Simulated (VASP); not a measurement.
# Ca4Si3N in VASP: further runs

Ca4Si3N is run at these levels: PBE; tasks: single point, relaxation of cell and atoms.

All numbers are computed with VASP 6.6.1; they aren't measurements. Logs are shortened: lines on timing, memory, paths and dates and some standing lists are left out, and cuts for length are marked.

### Step 1. The cell of the first run

Symmetry: P4mm, No. 99, tetragonal system. The conventional cell has a = 4.985 Å, b = 4.985 Å, c = 7.421 Å, α = 90.00°, β = 90.00°, γ = 90.00°. Within 3.9 Å of Ca (site symmetry 2mm) lie 6 Si at 2.99 to 3.12 Å and 6 Ca at 3.52 to 3.86 Å. Ca (site symmetry 2mm) has 2 N at 2.51 Å and 6 Si at 3.14 to 3.26 Å within 3.3 Å. Within 2.2 Å of Si (site symmetry 4mm) lie 1 N at 1.69 Å. Si (site symmetry 4mm) has 8 Ca at 2.99 to 3.14 Å and 2 Si at 3.40 to 4.02 Å and 4 N at 4.16 Å within 4.2 Å. Within 4.1 Å of Si (site symmetry 4mm) lie 8 Ca at 3.05 to 3.26 Å and 6 Si at 3.40 to 4.02 Å and 4 N at 3.96 Å. Within 2.2 Å of N (site symmetry 4mm) lie 1 Si at 1.69 Å.

### Step 2. Single point, PBE

INCAR reads:

```
SYSTEM = Ca4Si3N
PREC = Accurate
ENCUT = 520
EDIFF = 1E-6
ISMEAR = 0
SIGMA = 0.2
LREAL = .False.
LASPH = .True.
NELM = 100
ALGO = Fast
ISIF = 2
LWAVE = .False.
LCHARG = .True.
GGA = PE
LELF = .True.
LVHAR = .True.
NBANDS = 38
```

KPOINTS reads:

```
Automatic mesh
0
Gamma
  4 4 4
  0 0 0
```

POSCAR reads:

```
Ca4Si3N
1.0
    4.9846883613      0.0000000000      0.0000000000
    0.0000000000      4.9846883613      0.0000000000
    0.0000000000      0.0000000000      7.4209067546
Ca Si N
4 3 1
Direct
    0.5000000000      0.0000000000      0.9732262486
    0.5000000000      0.0000000000      0.4535009829
    0.0000000000      0.5000000000      0.9732262486
    0.0000000000      0.5000000000      0.4535009829
    0.5000000000      0.5000000000      0.7201413151
    0.0000000000      0.0000000000      0.1960934300
    0.0000000000      1.0000000000      0.7372765516
    0.5000000000      0.5000000000      0.4930342904
```

Potentials or basis: VASP PAW PBE potentials, release 64 (Ca_sv, Si, N).

The run is started by

```
> cat potpaw_PBE.64/Ca_sv/POTCAR potpaw_PBE.64/Si/POTCAR potpaw_PBE.64/N/POTCAR > POTCAR
> mpirun -np 1 vasp_std > vasp.out
```

OUTCAR:

```text
SYSTEM = Ca4Si3N
   PREC = Accurate
   ENCUT = 520
   EDIFF = 1E-6
   ISMEAR = 0
   LREAL = .False.
   LASPH = .True.
   NELM = 100
   ISIF = 2
   GGA = PE

 ion  position               nearest neighbor table
   1  0.500  0.000  0.973-   6 2.99   6 2.99   7 3.05   7 3.05   5 3.12   5 3.12
   2  0.500  0.000  0.454-   6 3.14   6 3.14
   3  0.000  0.500  0.973-   6 2.99   6 2.99   7 3.05   7 3.05   5 3.12   5 3.12
   4  0.000  0.500  0.454-   6 3.14   6 3.14
   5  0.500  0.500  0.720-   8 1.69   3 3.12   1 3.12   1 3.12   3 3.12
   6  0.000  0.000  0.196-   1 2.99   3 2.99   3 2.99   1 2.99   2 3.14   4 3.14   4 3.14   2 3.14

   7  0.000  0.000  0.737-   1 3.05   3 3.05   3 3.05   1 3.05
   8  0.500  0.500  0.493-   5 1.69

  LATTYP: Found a simple tetragonal cell.
 ALAT       =     4.9846883613
 C/A-ratio  =     1.4887403618

  Lattice vectors:

 A1 = (   4.9846883613,   0.0000000000,   0.0000000000)
 A2 = (   0.0000000000,   4.9846883613,   0.0000000000)
 A3 = (   0.0000000000,   0.0000000000,   7.4209067546)

Analysis of symmetry for initial positions (statically):
=====================================================================
 Subroutine PRICEL returns:
 Original cell was already a primitive cell.

 Routine SETGRP: Setting up the symmetry group for a
 simple tetragonal supercell.

 Subroutine GETGRP returns: Found  8 space group operations
 (whereof  8 operations were pure point group operations)
 out of a pool of 16 trial point group operations.

The static configuration has the point symmetry C_4v.

Analysis of symmetry for dynamics (positions and initial velocities):
=====================================================================
 Subroutine PRICEL returns:
 Original cell was already a primitive cell.

 Routine SETGRP: Setting up the symmetry group for a
 simple tetragonal supercell.

 Subroutine GETGRP returns: Found  8 space group operations
 (whereof  8 operations were pure point group operations)
 out of a pool of 16 trial point group operations.

The dynamic configuration has the point symmetry C_4v.

 Subroutine INISYM returns: Found  8 space group operations
 (whereof  8 operations are pure point group operations),
 and found     1 'primitive' translations

----------------------------------------------------------------------------------------

                                     Primitive cell

  volume of cell :     184.3881

  direct lattice vectors                    reciprocal lattice vectors
     4.984688361  0.000000000  0.000000000     0.200614347  0.000000000  0.000000000
     0.000000000  4.984688361  0.000000000     0.000000000  0.200614347  0.000000000
     0.000000000  0.000000000  7.420906755     0.000000000  0.000000000  0.134754422

  length of vectors
     4.984688361  4.984688361  7.420906755     0.200614347  0.200614347  0.134754422

  position of ions in fractional coordinates (direct lattice)
     0.500000000  0.000000000  0.973226249
     0.500000000  0.000000000  0.453500983
     0.000000000  0.500000000  0.973226249
     0.000000000  0.500000000  0.453500983
     0.500000000  0.500000000  0.720141315
     0.000000000  0.000000000  0.196093430
     0.000000000  0.000000000  0.737276552
     0.500000000  0.500000000  0.493034290

  ion indices of the primitive-cell ions
   primitive index   ion index
                 1           1
                 2           2
                 3           3
                 4           4
                 5           5
                 6           6
                 7           7
                 8           8

----------------------------------------------------------------------------------------

 KPOINTS: Automatic mesh

Automatic generation of k-mesh.
 Grid dimensions read from file:
 generate k-points for:    4    4    4

 Generating k-lattice:

  Cartesian coordinates                     Fractional coordinates (reciprocal lattice)
     0.050153587  0.000000000  0.000000000     0.250000000  0.000000000  0.000000000
     0.000000000  0.050153587  0.000000000     0.000000000  0.250000000  0.000000000
     0.000000000  0.000000000  0.033688605     0.000000000  0.000000000  0.250000000

  Length of vectors
     0.050153587  0.050153587  0.033688605

  Shift w.r.t. Gamma in fractional coordinates (k-lattice)
     0.000000000  0.000000000  0.000000000

 Subroutine IBZKPT returns following result:
 ===========================================

 Found     18 irreducible k-points:

 Following reciprocal coordinates:
            Coordinates               Weight
  0.000000  0.000000  0.000000      1.000000
  0.250000  0.000000  0.000000      4.000000
  0.500000  0.000000  0.000000      2.000000
  0.250000  0.250000  0.000000      4.000000
  0.500000  0.250000  0.000000      4.000000
  0.500000  0.500000  0.000000      1.000000
[... 10 lines left out ...]
  0.500000  0.250000  0.500000      4.000000
  0.500000  0.500000  0.500000      1.000000
   k-points           NKPTS =     18   k-points in BZ     NKDIM =     18   number of bands    NBANDS=     38
   number of dos      NEDOS =    301   number of ions     NIONS =      8
   total plane-waves  NPLWV =  89600
   dimension x,y,z NGX =    40 NGY =   40 NGZ =   56
   dimension x,y,z NGXF=    80 NGYF=   80 NGZF=  112
   ions per type =               4   3   1
   NGX,Y,Z   is equivalent  to a cutoff of  13.34, 13.34, 12.55 a.u.
   NGXF,Y,Z  is equivalent  to a cutoff of  26.68, 26.68, 25.09 a.u.
 SYSTEM =  Ca4Si3N
   PREC   = accura    normal or accurate (medium, high low for compatibility)
   ISTART =      0    job   : 0-new  1-cont  2-samecut
   ICHARG =      2    charge: 1-file 2-atom 10-const
   ISPIN  =      1    spin polarized calculation?
   LNONCOLLINEAR =      F non collinear calculations
   LSORBIT =      F    spin-orbit coupling
   LASPH  =      T    aspherical Exc in radial PAW
   ENCUT  =  520.0 eV  38.22 Ry    6.18 a.u.   9.27  9.27 13.80*2*pi/ulx,y,z
   NELM   =    100;   NELMIN=  2; NELMDL= -5     # of ELM steps
   EDIFF  = 0.1E-05   stopping-criterion for ELM
   LREAL  =      F    real-space projection
[... 7 lines left out ...]
   TEBEG  =    0.0;   TEEND  =   0.0 temperature during run
   PSTRESS=    0.0 pullay stress
   NELECT =      57.0000    total number of electrons
   NUPDOWN=      -1.0000    fix difference up-down
   EMIN   =  10.00;   EMAX   =-10.00  energy-range for DOS
   EFERMI =   0.00;   METHOD = LEGACY
   ISMEAR =     0;   SIGMA  =   0.20  broadening in eV -4-tet -1-fermi 0-gaus
   EFERMI_NEDOS =   21; number of points for ismear=-14 and -15
   IALGO  =     68    algorithm
   IMIX   =      4    mixing-type and parameters
     AMIX     =   0.40;   BMIX     =  1.00
     AMIX_MAG =   1.60;   BMIX_MAG =  1.00
  volume/ion in A,a.u.               =      23.05       155.54
  Fermi-wavevector in a.u.,A,eV,Ry     =   1.106935  2.091804 16.671288  1.225305
  Thomas-Fermi vector in A             =   2.243443
   LORBIT       =      0    0 simple, 1 ext, 2 COOP (PROOUT), +10 PAW based schemes
   GGA     = PE    functional components
   LHFCALC =     F    Hartree Fock is set to
   AEXX    =    0.0000 exact exchange contribution
   IVDW    =     0    specifies the selected vdW correction
   LEPSILON=     F    determine dielectric tensor
   LRPA    =     F    only Hartree local field effects (RPA)
 non-spin polarized calculation
 RMM-DIIS sequential band-by-band and
 Gauss-broadening in eV      SIGMA  =   0.20
  energy-cutoff  :      520.00
  volume of cell :      184.39
 maximum number of plane-waves:      4982
 NGX is ok and might be reduce to    40
   NGX = 19   NGY = 19   NGZ = 27

 number of electron      56.9999993 magnetization

 Free energy of the ion-electron system (eV)
  ---------------------------------------------------
  ext. energy  EPLUGINS =         0.00000000
  ---------------------------------------------------
  free energy    TOTEN  =       -35.88321214 eV

  energy without entropy =      -35.83708741  energy(sigma->0) =      -35.86014978

 E-fermi :   4.0556     XC(G=0):  -9.2024

 val. band max:        3.9961898296   @ k =   0.2500   0.2500   0.2500
 cond. band min:       4.1095247512   @ k =   0.5000   0.0000   0.5000
 fundamental gap:      0.1133349216
 Fermi energy:         4.0555853345

 k-point     1 :       0.0000    0.0000    0.0000
  band No.  band energies     occupation
      1     -36.8304      2.00000
      2     -36.7927      2.00000
      3     -36.5413      2.00000
      4     -36.5033      2.00000
      5     -18.0186      2.00000
      6     -18.0186      2.00000
[... 30 lines left out ...]
     37       7.4840      0.00000
     38       7.4888      0.00000

 k-point     2 :       0.2500    0.0000    0.0000
  band No.  band energies     occupation
      1     -36.8248      2.00000
      2     -36.7981      2.00000
      3     -36.5356      2.00000
      4     -36.5087      2.00000
      5     -18.0026      2.00000
      6     -17.9982      2.00000
[... 30 lines left out ...]
     37       7.4470      0.00000
     38       7.6681      0.00000

 k-point     3 :       0.5000    0.0000    0.0000
  band No.  band energies     occupation
      1     -36.8114      2.00000
      2     -36.8114      2.00000
      3     -36.5221      2.00000
      4     -36.5220      2.00000
      5     -17.9812      2.00000
      6     -17.9727      2.00000
[... 30 lines left out ...]
     37       7.0879      0.00000
[... 535 lines left out ...]
 k-point    17 :       0.5000    0.2500    0.5000
  band No.  band energies     occupation
      1     -36.8112      2.00000
      2     -36.8112      2.00000
      3     -36.5221      2.00000
      4     -36.5220      2.00000
      5     -18.0651      2.00000
      6     -17.9140      2.00000
[... 30 lines left out ...]
     37       7.2662      0.00000
     38       7.5945      0.00000

 k-point    18 :       0.5000    0.5000    0.5000
  band No.  band energies     occupation
      1     -36.8111      2.00000
      2     -36.8111      2.00000
      3     -36.5219      2.00000
      4     -36.5219      2.00000
      5     -18.1022      2.00000
      6     -17.9552      2.00000
[... 30 lines left out ...]
     37       7.2918      0.00000
     38       8.0064      0.00000

------------------------ aborting loop because EDIFF is reached ----------------------------------------

  FORCE on cell =-STRESS in cart. coord.  units (eV):
  Direction    XX          YY          ZZ          XY          YZ          ZX
  --------------------------------------------------------------------------------------
  -------------------------------------------------------------------------------------
  Total        0.2471344      0.2471344      0.0432571      0.0000000      0.0000000      0.0000000
  in kB        2.1473897      2.1473897      0.3758679      0.0000000      0.0000000      0.0000000
  external PRESSURE =       1.5568824 kB  Pullay stress =       0.0000000 kB

 VOLUME and BASIS-vectors are now :
 -----------------------------------------------------------------------------
  energy-cutoff  :      520.00
  volume of cell :      184.39
      direct lattice vectors                 reciprocal lattice vectors
     4.984688361  0.000000000  0.000000000     0.200614347  0.000000000  0.000000000
     0.000000000  4.984688361  0.000000000     0.000000000  0.200614347  0.000000000
     0.000000000  0.000000000  7.420906755     0.000000000  0.000000000  0.134754422

 POSITION                                       TOTAL-FORCE (eV/Angst)
 -----------------------------------------------------------------------------------
      2.49234      0.00000      7.22222        -0.000000      0.000000      0.003358
      2.49234      0.00000      3.36539        -0.000000      0.000000     -0.006903
      0.00000      2.49234      7.22222        -0.000000      0.000000      0.003358
      0.00000      2.49234      3.36539        -0.000000      0.000000     -0.006903
      2.49234      2.49234      5.34410        -0.000000     -0.000000      0.037692
      0.00000      0.00000      1.45519        -0.000000      0.000000     -0.012487
      0.00000      0.00000      5.47126         0.000000      0.000000     -0.004230
      2.49234      2.49234      3.65876        -0.000000     -0.000000     -0.013886
 -----------------------------------------------------------------------------------
    total drift:                                0.000000      0.000000      0.000298

  FREE ENERGIE OF THE ION-ELECTRON SYSTEM (eV)
  ---------------------------------------------------
  free  energy   TOTEN  =       -35.8832121432 eV

  energy  without entropy=      -35.8370874117  energy(sigma->0) =      -35.86014978
```

It took 1.9 min on 1 thread of Oxide Virtual Turin-like, shared host; peak memory 0.32 GiB.

What came out:

- Free energy: -35.8832 eV
- Pressure: 0.2 GPa
- Largest force: 0.038 eV/Å
- Band gap on the k mesh: zero (an odd number of electrons rules out a gap without spin polarisation)

Forces on the atoms (eV/Å):
```
Ca   0.000  0.000  0.003
Ca   0.000  0.000 -0.007
Ca   0.000  0.000  0.003
Ca   0.000  0.000 -0.007
Si   0.000  0.000  0.038
Si   0.000  0.000 -0.012
Si   0.000  0.000 -0.004
N    0.000  0.000 -0.014
```

Stress tensor (GPa, compression positive):
```
0.21 0.00 0.00
0.00 0.21 0.00
0.00 0.00 0.04
```

### Step 3. Single point, PBE (20.28 Å³/atom)

This run uses another cell than the first one, of 20.28 Å³/atom.

INCAR reads:

```
PREC = Accurate
ENCUT = 520
EDIFF = 1E-7
ISMEAR = 0
SIGMA = 0.1
LREAL = False
LASPH = True
NELM = 80
ALGO = Fast
ISIF = 2
LWAVE = False
LCHARG = False
GGA = PE
NBANDS = 38
```

KPOINTS reads:

```
Automatic mesh
0
Gamma
  6 6 4
```

POSCAR reads:

```
Ca4Si3N
1.0
    4.8021381427      0.0000000000      0.0000000000
    0.0000000000      4.8021381427      0.0000000000
    0.0000000000      0.0000000000      7.0363327934
Ca Si N
4 3 1
Direct
    0.5000000000      0.0000000000      0.9780127069
    0.5000000000      0.0000000000      0.4521241142
    0.0000000000      0.5000000000      0.9780127069
    0.0000000000      0.5000000000      0.4521241142
    0.5000000000      0.5000000000      0.7216552064
    0.0000000000      0.0000000000      0.2007761871
    0.0000000000      0.0000000000      0.7346797630
    0.5000000000      0.5000000000      0.4826152514
```

Potentials or basis: VASP PAW PBE potentials, release 64 (Ca_sv, Si, N).

The run is started by

```
> cat potpaw_PBE.64/Ca_sv/POTCAR potpaw_PBE.64/Si/POTCAR potpaw_PBE.64/N/POTCAR > POTCAR
> mpirun -np 1 vasp_std > vasp.out
```

It took 3.8 min on 1 thread of Oxide Virtual Turin-like, shared host; peak memory 0.31 GiB.

It converged, with:

```yaml
Free_energy: -35.3521 eV
Pressure: 7.8 GPa
Largest_force: 0.027 eV/Å
Band_gap_on_the_k_mesh: zero (an odd number of electrons rules out a gap without spin polarisation)
```

Forces on the atoms (eV/Å):
```
Ca   0.000  0.000  0.003
Ca   0.000  0.000 -0.005
Ca   0.000  0.000  0.003
Ca   0.000  0.000 -0.005
Si   0.000  0.000  0.027
Si   0.000  0.000 -0.001
Si   0.000  0.000  0.001
N    0.000  0.000 -0.023
```

Levels at points of the mesh, in eV from the Fermi level:
```tsv
k point	band 25	band 26	band 27	band 28	band 29	band 30	band 31	band 32
(0.00, 0.00, 0.00)	-1.40	-1.40	-0.42	-0.42	0.70	0.94	1.04	1.69
(0.50, 0.00, 0.00)	-1.64	-1.25	-0.78	-0.60	-0.24	-0.05	1.58	2.08
(0.50, 0.50, 0.00)	-2.34	-1.97	-1.12	-1.12	0.97	0.98	1.36	1.36
(0.00, 0.00, 0.50)	-1.10	-1.10	-0.94	-0.80	-0.80	0.79	1.27	1.76
(0.50, 0.00, 0.50)	-1.34	-1.22	-0.92	-0.91	-0.78	-0.03	0.33	1.93
(0.50, 0.50, 0.50)	-2.64	-1.19	-1.19	-1.11	-0.38	0.65	1.89	1.89
```

Caveat: the cell stands under pressure.

(Continued in part 2 of 2.)

The gap in the log of VASP goes by the Fermi energy; the results here count the filled bands.